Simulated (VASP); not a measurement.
# AlN (Cm) in VASP: notebook, part 3 of 3

VASP 6.6.1. The steps go on from the part before.

## Step 4: Single point, PBEsol (strain -0.0500 x Voigt [0, 0, 0, 1, 0, 0])

Contents of INCAR:

```
SYSTEM = AlN
PREC = Accurate
ENCUT = 520
EDIFF = 1E-7
ISMEAR = 0
SIGMA = 0.05
LREAL = .False.
LASPH = .True.
NELM = 100
ALGO = Normal
ISIF = 2
LWAVE = .False.
LCHARG = .False.
GGA = PS
NBANDS = 16
```

Contents of KPOINTS:

```
Automatic mesh
0
Gamma
  9 9 6
  0 0 0
```

Contents of POSCAR:

```
AlN
1.0
    3.1110021516      0.0000000000      0.0000000000
   -1.5555010758      2.6942068945     -0.0673551724
    0.0000000000     -0.1244500000      4.9780000000
Al N
2 2
Direct
    0.3333333333      0.6666666667      0.0000000000
    0.6666666667      0.3333333333      0.5000000000
    0.3333333333      0.6666666667      0.3850000000
    0.6666666667      0.3333333333      0.8850000000
```

Potentials or basis: VASP PAW PBE potentials, release 64 (Al, N).

Command:

```console
> cat potpaw_PBE.64/Al/POTCAR potpaw_PBE.64/N/POTCAR > POTCAR
> mpirun -np 1 vasp_std > vasp.out
```

OUTCAR:

```text
SYSTEM = AlN
   PREC = Accurate
   ENCUT = 520
   EDIFF = 1E-7
   ISMEAR = 0
   LREAL = .False.
   LASPH = .True.
   NELM = 100
   ISIF = 2
   GGA = PS

 ion  position               nearest neighbor table
   1  0.333  0.667  0.000-   4 1.87   4 1.87   4 1.91   3 1.92   2 3.00   2 3.03   2 3.03   2 3.11
                             2 3.11   2 3.14
   2  0.667  0.333  0.500-   3 1.86   3 1.90   3 1.90   4 1.92   1 3.00   1 3.03   1 3.03   1 3.11
                             1 3.11   1 3.14
   3  0.333  0.667  0.385-   2 1.86   2 1.90   2 1.90   1 1.92
   4  0.667  0.333  0.885-   1 1.87   1 1.87   1 1.91   2 1.92

  LATTYP: Found a base centered monoclinic cell.
 ALAT       =     5.3900974053
 B/A-ratio  =     0.5771699318
 C/A-ratio  =     0.9238340252
 COS(beta)  =    -0.0499687695

  Lattice vectors:

 A1 = (   1.5555010758,   2.6942068945,  -0.0673551724)
 A2 = (  -1.5555010758,   2.6942068945,  -0.0673551724)
 A3 = (   0.0000000000,  -0.1244500000,   4.9780000000)

Analysis of symmetry for initial positions (statically):
=====================================================================
 Subroutine PRICEL returns:
 Original cell was already a primitive cell.

 Routine SETGRP: Setting up the symmetry group for a
 base centered monoclinic supercell.
[... 170 lines left out ...]

 E-fermi :   6.4023     XC(G=0): -11.1159

 val. band max:        6.1948877143   @ k =   0.0000   0.0000   0.0000
 cond. band min:      10.2043396636   @ k =   0.0000   0.0000   0.0000
 fundamental gap:      4.0094519493
 Fermi energy:         6.4022656765

 k-point     1 :       0.0000    0.0000    0.0000
  band No.  band energies     occupation
      1      -9.0969      2.00000
      2      -6.9010      2.00000
      3       0.0416      2.00000
      4       5.1803      2.00000
      5       5.1821      2.00000
      6       5.7947      2.00000
[... 433 lines left out ...]
      3       0.6680      2.00000
      4       1.8808      2.00000
      5       2.6198      2.00000
      6       3.9758      2.00000
[... 8 lines left out ...]
     15      18.8844      0.00000
     16      21.1134      0.00000

 [... further k-points ...]
[... 5 lines left out ...]
  --------------------------------------------------------------------------------------
  -------------------------------------------------------------------------------------
  Total        0.3453273      0.3336847     -0.1141986      0.0000000      1.6636502      0.0000000
  in kB       13.2686524     12.8213046     -4.3878994      0.0000000     63.9231193      0.0000000
  external PRESSURE =       7.2340192 kB  Pullay stress =       0.0000000 kB

 VOLUME and BASIS-vectors are now :
 -----------------------------------------------------------------------------
  energy-cutoff  :      520.00
  volume of cell :       41.70
      direct lattice vectors                 reciprocal lattice vectors
     3.111002152  0.000000000  0.000000000     0.321439829  0.185699434  0.004642486
    -1.555501076  2.694206895 -0.067355172     0.000000000  0.371398868  0.009284972
     0.000000000 -0.124450000  4.978000000     0.000000000  0.005025238  0.201009520

 POSITION                                       TOTAL-FORCE (eV/Angst)
 -----------------------------------------------------------------------------------
     -0.00000      1.79614     -0.04490        -0.000000      0.240629      0.191624
      1.55550      0.83584      2.46655         0.000000      0.309435      0.193261
     -0.00000      1.74822      1.87163         0.000000     -0.317362     -0.192869
      1.55550      0.78793      4.38308        -0.000000     -0.232703     -0.192016
 -----------------------------------------------------------------------------------
    total drift:                                0.000000     -0.000025      0.000022

  FREE ENERGIE OF THE ION-ELECTRON SYSTEM (eV)
  ---------------------------------------------------
  free  energy   TOTEN  =       -31.2677974251 eV

  energy  without entropy=      -31.2677974251  energy(sigma->0) =      -31.26779743
```

stdout:

```text
POSCAR found type information on POSCAR AlN
 POSCAR found :  2 types and       4 ions
 scaLAPACK will be used
 -----------------------------------------------------------------------------
|                                                                             |
|                                                                             |
|     You enforced a specific xc type in the INCAR file but a different       |
|     I HOPE YOU KNOW WHAT YOU ARE DOING!                                     |
|                                                                             |
 -----------------------------------------------------------------------------

 LDA part: xc-table for (Slater+PW92), standard interpolation
 POSCAR, INCAR and KPOINTS ok, starting setup
 FFT: planning ... GRIDC
 FFT: planning ... GRID_SOFT
 FFT: planning ... GRID
 WAVECAR not read
 entering main loop
```

It took 45 s on 1 thread of Intel Xeon Platinum 8488C (Sapphire Rapids), shared host; peak memory 0.2 GiB.

What came out:

```
Free energy            : -31.2678 eV
Pressure               : 0.7 GPa
Largest force          : 0.371 eV/Å
Band gap on the k mesh : 4.01 eV
```

Forces on the atoms (eV/Å):
```
Al   0.000  0.241  0.192
Al   0.000  0.309  0.193
N    0.000 -0.317 -0.193
N    0.000 -0.233 -0.192
```

Caveat: the cell differs from its parent crystal (strain -0.0500 x Voigt [0, 0, 0, 1, 0, 0]); the PAW data sets were made with another functional, which shifts forces and pressure a little.

## Step 5: Single point, PBEsol (strain +0.0875 x Voigt [0, 0, 0, 1, 0, 0])

Contents of INCAR:

```
PREC = Accurate
ENCUT = 520
EDIFF = 1E-6
ISMEAR = 0
SIGMA = 0.05
LREAL = F
LASPH = T
NELM = 100
ALGO = Normal
ISIF = 2
LWAVE = F
LCHARG = F
GGA = PS
NBANDS = 16
```

Contents of KPOINTS:

```
Automatic mesh
0
Gamma
  9 9 6
```

POSCAR, as its differences from that of step 4:

```diff
@@ -3,4 +3,4 @@
     3.1110021516      0.0000000000      0.0000000000
-   -1.5555010758      2.6942068945     -0.0673551724
-    0.0000000000     -0.1244500000      4.9780000000
+   -1.5555010758      2.6942068945      0.1178715516
+    0.0000000000      0.2177875000      4.9780000000
 Al N
```

Command:

```console
> cat potpaw_PBE.64/Al/POTCAR potpaw_PBE.64/N/POTCAR > POTCAR
> mpirun -np 1 vasp_std > vasp.out
```

Run time: 36 s. Hardware: 1 thread of Intel Xeon Platinum 8488C (Sapphire Rapids), shared host; peak memory 0.2 GiB.

Results (log left out):

* Free energy: -31.1818 eV
* Pressure: 1.1 GPa
* Largest force: 0.653 eV/Å
* Band gap on the k mesh: 3.87 eV

Forces on the atoms (eV/Å):
```
Al   0.000 -0.589  0.226
Al   0.000 -0.379  0.218
N    0.000  0.354 -0.220
N    0.000  0.613 -0.224
```

Stress tensor (GPa, compression positive):
```
  1.53   0.00   0.00
  0.00   1.40 -11.17
  0.00 -11.17   0.24
```

Levels at points of the mesh, in eV from the valence-band top:
```tsv
k point	band 5	band 6	band 7	band 8	band 9	band 10	band 11	band 12
(0.00, 0.00, 0.00)	-1.11	-0.55	-0.44	0.00	3.87	6.38	10.16	10.78
(0.00, 0.00, 0.50)	-0.94	-0.94	-0.63	-0.63	6.12	6.12	10.06	10.07
```

Caveat: the cell differs from its parent crystal (strain +0.0875 x Voigt [0, 0, 0, 1, 0, 0]); the PAW data sets were made with another functional, which shifts forces and pressure a little.

## Step 6: Single point, PBEsol (strain +0.0625 x Voigt [0, 0, 0, 1, 0, 0])

Contents of INCAR:

```
PREC = Accurate
ENCUT = 520
EDIFF = 1E-6
ISMEAR = 0
SIGMA = 0.05
LREAL = False
LASPH = True
NELM = 60
ALGO = Normal
ISIF = 2
LWAVE = False
LCHARG = False
GGA = PS
NBANDS = 16
```

Contents of KPOINTS:

```
regular mesh
0
Gamma
  9 9 6
```

POSCAR, as its differences from that of step 5:

```diff
@@ -3,4 +3,4 @@
     3.1110021516      0.0000000000      0.0000000000
-   -1.5555010758      2.6942068945      0.1178715516
-    0.0000000000      0.2177875000      4.9780000000
+   -1.5555010758      2.6942068945      0.0841939655
+    0.0000000000      0.1555625000      4.9780000000
 Al N
```

Potentials or basis: VASP PAW PBE potentials, release 64 (Al, N).

Command:

```console
> cat potpaw_PBE.64/Al/POTCAR potpaw_PBE.64/N/POTCAR > POTCAR
> mpirun -np 1 vasp_std > vasp.out
```

Run time: 34 s. Hardware: 1 thread of Intel Xeon Platinum 8488C (Sapphire Rapids), shared host; peak memory 0.21 GiB.

It converged, with:

```
Free energy            : -31.2443 eV
Pressure               : 0.8 GPa
Largest force          : 0.457 eV/Å
Band gap on the k mesh : 3.97 eV
```

Forces in eV/Å, atoms in the order of the input:
```
Al   0.000 -0.398  0.202
Al   0.000 -0.291  0.199
N    0.000  0.278 -0.200
N    0.000  0.410 -0.201
```

Stress tensor (GPa, compression positive):
```
 1.35  0.00  0.00
 0.00  1.28 -7.99
 0.00 -7.99 -0.29
```

Levels at points of the mesh, in eV from the valence-band top:
```
           k point  band 5  band 6  band 7  band 8  band 9  band 10  band 11  band 12
(0.00, 0.00, 0.00)   -1.04   -0.45   -0.38    0.00    3.97     6.44    10.31    10.87
(0.00, 0.00, 0.50)   -0.83   -0.83   -0.61   -0.61    6.23     6.23    10.11    10.11
```

Caveat: the cell differs from its parent crystal (strain +0.0625 x Voigt [0, 0, 0, 1, 0, 0]); the PAW data sets were made with another functional, which shifts forces and pressure a little.

## Step 7: Single point, PBEsol (strain +0.0375 x Voigt [0, 0, 0, 1, 0, 0])

Contents of INCAR:

```
PREC     = Accurate       # precision mode
ENCUT    = 520            # plane-wave cutoff, eV
EDIFF    = 1E-7           # SCF threshold, eV
ISMEAR   = 0              # smearing method
SIGMA    = 0.05           # smearing width, eV
LREAL    = False          # projectors in reciprocal space
LASPH    = True           # aspherical terms in the spheres
NELM     = 100            # most SCF steps
ALGO     = Normal         # electronic algorithm
ISIF     = 2              # what is computed and relaxed
LWAVE    = False          # write WAVECAR
LCHARG   = False          # write CHGCAR
GGA      = PS             # functional
NBANDS   = 16             # bands
```

Contents of KPOINTS:

```
Automatic mesh
0
Gamma
  9 9 6
```

POSCAR, as its differences from that of step 6:

```diff
@@ -3,4 +3,4 @@
     3.1110021516      0.0000000000      0.0000000000
-   -1.5555010758      2.6942068945      0.0841939655
-    0.0000000000      0.1555625000      4.9780000000
+   -1.5555010758      2.6942068945      0.0505163793
+    0.0000000000      0.0933375000      4.9780000000
 Al N
```

Command:

```console
> cat potpaw_PBE.64/Al/POTCAR potpaw_PBE.64/N/POTCAR > POTCAR
> mpirun -np 1 vasp_std > vasp.out
```

Wall time 42 s (1 thread of Intel Xeon Platinum 8488C (Sapphire Rapids), shared host); peak memory 0.2 GiB.

The run converged. Its results:

```
Free energy            : -31.2860 eV
Pressure               : 0.6 GPa
Largest force          : 0.296 eV/Å
Band gap on the k mesh : 4.04 eV
```

Forces in eV/Å, atoms in the order of the input:
```
Al   0.000 -0.225  0.186
Al   0.000 -0.187  0.186
N    0.000  0.182 -0.186
N    0.000  0.230 -0.186
```

Stress tensor (GPa, compression positive):
```
 1.28  0.00  0.00
 0.00  1.25 -4.79
 0.00 -4.79 -0.59
```

Levels at points of the mesh, in eV from the valence-band top:
```csv
k point,band 6,band 7,band 8,band 9,band 10,band 11
"(0.00, 0.00, 0.00)",-0.36,-0.33,0.00,4.04,6.50,10.43
"(0.00, 0.00, 0.50)",-0.74,-0.60,-0.60,6.31,6.31,10.15
```

Caveat: the cell differs from its parent crystal (strain +0.0375 x Voigt [0, 0, 0, 1, 0, 0]); the PAW data sets were made with another functional, which shifts forces and pressure a little.

## Step 8: Overview

| cell | gap on the mesh (eV) | pressure (GPa) | largest force (eV/Å) |
| --- | --- | --- | --- |
| a = 3.111, b = 3.114, c = 4.984 Å, angles 95.0, 90.0, 120.0°, 4 atoms | 3.82 | 1.3 | 0.76 |
| a = 3.111, b = 3.113, c = 4.981 Å, angles 86.3, 90.0, 120.0°, 4 atoms | 3.92 | 0.9 | 0.55 |
| a = 3.111, b = 3.112, c = 4.980 Å, angles 92.5, 90.0, 120.0°, 4 atoms | 4.01 | 0.7 | 0.37 |
| a = 3.111, b = 3.113, c = 4.983 Å, angles 85.7, 90.0, 120.0°, 4 atoms | 3.87 | 1.1 | 0.65 |
| a = 3.111, b = 3.112, c = 4.980 Å, angles 86.9, 90.0, 120.0°, 4 atoms | 3.97 | 0.8 | 0.46 |
| a = 3.111, b = 3.111, c = 4.979 Å, angles 88.1, 90.0, 120.0°, 4 atoms | 4.04 | 0.6 | 0.30 |

Alike in all rows: task single point; level PBEsol; potentials or basis VASP PAW PBE potentials, release 64 (Al, N); no spin polarisation; k mesh 9 × 9 × 6; cutoff (eV) 520; smearing gaussian 0.05 eV.

Caveats: the PAW data sets were made with another functional, which shifts forces and pressure a little.

Total energies depend on the potentials used, so only differences within one code and one set of settings carry meaning.
